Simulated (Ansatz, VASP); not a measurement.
**NaI in VASP and in Ansatz**

INCAR

```
SYSTEM = NaI
ALGO = Normal
EDIFF = 1E-6
ENCUT = 520
GGA = PE
ISIF = 2
ISMEAR = 0
LASPH = .True.
LCHARG = .True.
LELF = .True.
LREAL = .False.
LVHAR = .True.
LWAVE = .False.
NBANDS = 14
NELM = 100
PREC = Accurate
SIGMA = 0.01
```

KPOINTS

```
k-points
0
Gamma
  6 6 6
  0 0 0
```

Contents of POSCAR:

```
NaI
1.0
    4.0405366932      0.0000000000      0.0000000000
    0.0000000000      4.0405366932      0.0000000000
    0.0000000000      0.0000000000      4.0405366932
Na I
1 1
Direct
    0.0000000000      0.0000000000      0.0000000000
    0.5000000000      0.5000000000      0.5000000000
```

Input for Ansatz:

```yaml
crystal:
  lattice:
    - [4.0405366932, 0.0, 0.0]
    - [0.0, 4.0405366932, 0.0]
    - [0.0, 0.0, 4.0405366932]
  atoms:
    - { symbol: Na, position: [0.0, 0.0, 0.0] }
    - { symbol: I, position: [0.5, 0.5, 0.5] }
kpoints:
  mp_grid: { grid: [6, 6, 6] }
hamiltonian:
  xc: pbe
scf:
  occupations: { method: fixed }
output:
  optics:
    e_range: [0, 15]
    de: 0.05
    sigma: 0.1
    bands: { spectra_wanted_up_to: 15 }
```

Alike in both runs: task single point; functional PBE; k mesh 6 × 6 × 6; no spin polarisation.

|  | VASP | Ansatz |
| --- | --- | --- |
| version | VASP 6.6.1 | Ansatz 0.2.0 |
| potentials or method | VASP PAW PBE potentials, release 64 (Na_pv, I) | plane waves, PAW |
| plane-wave cutoff (eV) | 520 | 420 |
| occupations | gaussian, width 0.01 eV | fixed |
| valence electrons in the cell | 14 | 26 |

```csv
,VASP,Ansatz,Ansatz less VASP
gap on the k mesh at the Fermi level (eV),2.30,2.30,+0.003
```

VASP's potentials hold 14 valence electrons a cell and Ansatz's 26, so a difference there can come from the potentials and not from the codes.

Spin-orbit coupling is off throughout.
